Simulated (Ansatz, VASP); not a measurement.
# One calculation of Sr3SbP, two programs

Contents of INCAR:

```
SYSTEM = Sr3SbP
PREC = Accurate
ENCUT = 520
EDIFF = 1E-7
ISMEAR = 0
SIGMA = 0.03
LREAL = .FALSE.
LASPH = .TRUE.
NELM = 60
ALGO = Normal
ISIF = 2
LWAVE = .FALSE.
LCHARG = .FALSE.
GGA = CA
NBANDS = 28
```

The input KPOINTS:

```
regular mesh
0
G
  6 6 6
  0 0 0
```

File POSCAR:

```
Sr3SbP
1.0
    5.7400000000      0.0000000000      0.0000000000
    0.0000000000      5.9983000000      0.0000000000
    0.0000000000      0.0000000000      5.7400000000
Sr Sb P
3 1 1
Direct
    0.0000000000      0.5000000000      0.5000000000
    0.5000000000      0.0000000000      0.5000000000
    0.5000000000      0.5000000000      0.0000000000
    0.0000000000      0.0000000000      0.0000000000
    0.5000000000      0.5000000000      0.5000000000
```

Input for Ansatz:

```yaml
crystal:
  lattice:
    - [5.74, 0.0, 0.0]
    - [0.0, 5.9983, 0.0]
    - [0.0, 0.0, 5.74]
  atoms:
    - { symbol: Sr, position: [0.0, 0.5, 0.5] }
    - { symbol: Sr, position: [0.5, 0.0, 0.5] }
    - { symbol: Sr, position: [0.5, 0.5, 0.0] }
    - { symbol: Sb, position: [0.0, 0.0, 0.0] }
    - { symbol: P, position: [0.5, 0.5, 0.5] }
basis:
  ecutwfc: 420
kpoints:
  mp_grid: { grid: [6, 6, 6] }
hamiltonian:
  xc: lda
scf:
  occupations: { method: gaussian, width: 0.03 }
output:
  forces: true
  stress: true
  eigenvalues: true
```

Change from the starting cell: strain +0.0450 x Voigt [0, 1, 0, 0, 0, 0], atoms carried along.

Alike in both runs: task single point; functional LDA; k mesh 6 × 6 × 6; occupations gaussian, width 0.03 eV; no spin polarisation.

|  | VASP | Ansatz |
| --- | --- | --- |
| version | VASP 6.6.1 | Ansatz 0.2.0 |
| potentials or method | VASP PAW LDA potentials, release 64 (Sr_sv, Sb, P), cutoff 520 eV | scalar-relativistic, plane waves, PAW |
| valence electrons in the cell | 40 | 50 |

```tsv
	VASP	Ansatz	Ansatz less VASP
gap on the k mesh at the Fermi level (eV)	none	none	-
pressure (GPa)	-3.3	-3.4	-0.09
traceless stress, the component that is largest in VASP (GPa)	-1.77	-1.75	+0.025
```

LDA's correlation is that of Perdew and Zunger in VASP and of Perdew and Wang (1992) in Ansatz. A gap of «none» marks a metal or a gap that the smearing closes. VASP's potentials hold 40 valence electrons a cell and Ansatz's 50, so a difference there can come from the potentials and not from the codes.

Neither program's run includes spin-orbit coupling.
